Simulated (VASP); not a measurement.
Hf:

```
Hf
1.0
     3.11840    0.00000    0.00000
    -1.55920    2.70061    0.00000
     0.00000    0.00000    4.94755
Hf
2
Cartesian
  0.0000 1.8004 1.2369
  1.5592 0.9002 3.7107
```

Base run:

| Item | Value |
| --- | --- |
| Program | VASP 6.6.1 |
| Functional | LDA |
| Potentials or basis | VASP PAW LDA potentials, release 64 (Hf_pv) |
| Cutoff | 520 eV |
| k mesh | 12 × 12 × 7 |
| Occupations | fermi-dirac, width 0.1 eV |
| Spin | no spin polarisation |

Its results: band gap on the k mesh zero (band 10 reaches 6.43 eV, above the bottom of band 11 at 5.03 eV); pressure 0.1 GPa.

**Question.** The run is repeated on the same cell with these changes: k mesh from 12 × 12 × 7 to 6 × 6 × 3. What comes out?

**Answer.** Band gap on the k mesh zero (band 10 reaches 6.43 eV, above the bottom of band 11 at 5.31 eV); pressure 0.7 GPa.

Caveats: some runs use coarse meshes; spin-orbit coupling is left out, which moves the levels of the heavy elements.
